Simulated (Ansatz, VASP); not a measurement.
**Two plane-wave programs on C**

POSCAR

```
C
1.0
    0.0000000000      1.7834000000      1.7566490000
    1.7834000000      0.0000000000      1.7566490000
    1.7834000000      1.7834000000      0.0000000000
C
2
Direct
    0.5000000000      0.5000000000      0.5000000000
    0.7500000000      0.7500000000      0.7500000000
```

The input INCAR.step1:

```
SYSTEM = C
ALGO     = Normal         ! electronic algorithm
EDIFF    = 1E-4           ! SCF threshold, eV
ENCUT    = 520            ! plane-wave cutoff, eV
GGA      = PE             ! functional
ISMEAR   = 0              ! smearing method
LASPH    = .True.         ! aspherical terms in the spheres
LCHARG   = .False.        ! write CHGCAR
LREAL    = .False.        ! projectors in reciprocal space
LWAVE    = .True.         ! write WAVECAR
NBANDS   = 11             ! bands
NELM     = 80             ! most SCF steps
PREC     = Accurate       ! precision mode
SIGMA    = 0.05           ! smearing width, eV
```

The input INCAR.step2:

```
SYSTEM = C
ALGO     = Normal         ! electronic algorithm
EDIFF    = 1E-6           ! SCF threshold, eV
ENCUT    = 520            ! plane-wave cutoff, eV
ISIF     = 2              ! what is computed and relaxed
ISMEAR   = 0              ! smearing method
ISTART   = 1            
LASPH    = .True.         ! aspherical terms in the spheres
LCHARG   = .False.        ! write CHGCAR
LMIXTAU  = .True.       
LREAL    = .False.        ! projectors in reciprocal space
LWAVE    = .False.        ! write WAVECAR
METAGGA  = R2SCAN         ! meta-GGA
NBANDS   = 11             ! bands
NELM     = 80             ! most SCF steps
PREC     = Accurate       ! precision mode
SIGMA    = 0.05           ! smearing width, eV
```

File KPOINTS:

```
k-points
0
Gamma
  12 12 12
  0 0 0
```

Input for Ansatz:

```yaml
crystal:
  lattice:
    - [0.0, 1.7834, 1.756649]
    - [1.7834, 0.0, 1.756649]
    - [1.7834, 1.7834, 0.0]
  atoms:
    - { symbol: C, position: [0.5, 0.5, 0.5] }
    - { symbol: C, position: [0.75, 0.75, 0.75] }
basis:
  ecutwfc: 500
kpoints:
  mp_grid: { grid: [12, 12, 12] }
hamiltonian:
  xc: r2scan
scf:
  occupations: { method: gaussian, width: 0.05 }
output:
  forces: true
  stress: true
  eigenvalues: true
```

Change from the starting cell: strain +0.000 along x and y, -0.015 along z, atoms carried along.

Alike in both runs: task single point; functional r2SCAN; k mesh 12 × 12 × 12; occupations gaussian, width 0.05 eV; no spin polarisation.

```csv
,VASP,Ansatz
version,VASP 6.6.1,Ansatz 0.2.0
potentials or method,"VASP PAW PBE potentials, release 64 (C), cutoff 520 eV","scalar-relativistic, plane waves, PAW"
valence electrons in the cell,8,8
```

VASP gave:

- gap on the k mesh at the Fermi level (eV): 3.97
- least direct gap on the mesh (eV): 5.59
- pressure (GPa): 5.6
- traceless stress, the component that is largest in VASP (GPa): 9.92

Task: Estimate Ansatz's values.

Result: gap on the k mesh at the Fermi level (eV): 4.00; least direct gap on the mesh (eV): 5.63; pressure (GPa): 4.4; traceless stress, the component that is largest in VASP (GPa): 9.94.

VASP's potentials were made for PBE, not for r2SCAN.
